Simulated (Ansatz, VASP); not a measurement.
# C: VASP beside Ansatz

INCAR

```
ALGO     = Normal         # electronic algorithm
EDIFF    = 1E-6           # SCF threshold, eV
ENCUT    = 520            # plane-wave cutoff, eV
GGA      = PE             # functional
ISIF     = 2              # what is computed and relaxed
ISMEAR   = 1              # smearing method
LASPH    = True           # aspherical terms in the spheres
LCHARG   = False          # write CHGCAR
LREAL    = False          # projectors in reciprocal space
LWAVE    = False          # write WAVECAR
NBANDS   = 16             # bands
NELM     = 60             # most SCF steps
PREC     = Accurate       # precision mode
SIGMA    = 0.1            # smearing width, eV
```

The input KPOINTS:

```
k-points
0
Gamma
  15 15 4
```

File POSCAR:

```
C
1.0
    2.4665665061      0.0000000000      0.0000000000
   -1.2332832531      2.1361092544      0.0000000000
    0.0000000000      0.0000000000      8.5267424969
C
4
Direct
    1.0000000000      1.0000000000      0.2500000000
    0.0000000000      0.0000000000      0.7500000000
    0.3333333333      0.6666666667      0.2500000000
    0.6666666667      0.3333333333      0.7500000000
```

Input for Ansatz:

```yaml
crystal:
  lattice:
    - [2.4665665061, 0.0, 0.0]
    - [-1.2332832531, 2.1361092544, 0.0]
    - [0.0, 0.0, 8.5267424969]
  atoms:
    - { symbol: C, position: [1.0, 1.0, 0.25] }
    - { symbol: C, position: [0.0, 0.0, 0.75] }
    - { symbol: C, position: [0.3333333333, 0.6666666667, 0.25] }
    - { symbol: C, position: [0.6666666667, 0.3333333333, 0.75] }
hamiltonian:
  xc: pbe
  pseudopotentials:
    kind: paw
    azcp:
      C: "pseudopotentials/C.paw.azcp"
basis:
  ecutwfc: 420
  fft_grid_basis: typed
kpoints:
  mp_grid: { grid: [15, 15, 4], shift: [0, 0, 0] }
magnetization:
  spin_polarized: false
scf:
  occupations: { method: methfessel_paxton, width: 0.1 }
  lower_state_search: "off"
output:
  stress: true
```

Alike in both runs: task single point; functional PBE; k mesh 15 × 15 × 4; occupations methfessel-paxton of order 1, width 0.1 eV; no spin polarisation.

|  | VASP | Ansatz |
| --- | --- | --- |
| version | VASP 6.6.1 | Ansatz 0.2.0 |
| potentials or method | VASP PAW PBE potentials, release 64 (C), cutoff 520 eV | plane waves (420 eV) with PAW, scalar-relativistic |
| valence electrons in the cell | 16 | 16 |

|  | VASP | Ansatz | Ansatz less VASP |
| --- | --- | --- | --- |
| pressure (GPa) | 0.4 | 0.0 | -0.35 |
| traceless stress, the component that is largest in VASP (GPa) | -0.40 | 0.01 | +0.410 |
